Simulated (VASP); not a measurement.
Here is a VASP 6.6.1 calculation.

Contents of INCAR:

```
ALGO     = Normal         # electronic algorithm
EDIFF    = 1E-7           # SCF threshold, eV
ENCUT    = 520            # plane-wave cutoff, eV
GGA      = PE             # functional
ISIF     = 2              # what is computed and relaxed
ISMEAR   = -1             # smearing method
LASPH    = T              # aspherical terms in the spheres
LCHARG   = F              # write CHGCAR
LREAL    = F              # projectors in reciprocal space
LWAVE    = F              # write WAVECAR
NBANDS   = 8              # bands
NELM     = 80             # most SCF steps
PREC     = Accurate       # precision mode
SIGMA    = 0.03           # smearing width, eV
```

Contents of KPOINTS:

```
k-points
0
Gamma
  14 14 14
```

Contents of POSCAR:

```
Li
1.0
   -1.7177556387      1.7177556387      1.7177556387
    1.7177556387     -1.7177556387      1.7177556387
    1.7177556387      1.7177556387     -1.7177556387
Li
1
Direct
    0.0000000000      0.0000000000      0.0000000000
```

Potentials or basis: VASP PAW PBE potentials, release 64 (Li_sv).

Command:

```bash
$ cat potpaw_PBE.64/Li_sv/POTCAR > POTCAR
$ mpirun -np 1 vasp_std > vasp.out
```

Question: Predict the band gap on the k mesh.

Answer: Zero (an odd number of electrons rules out a gap without spin polarisation).
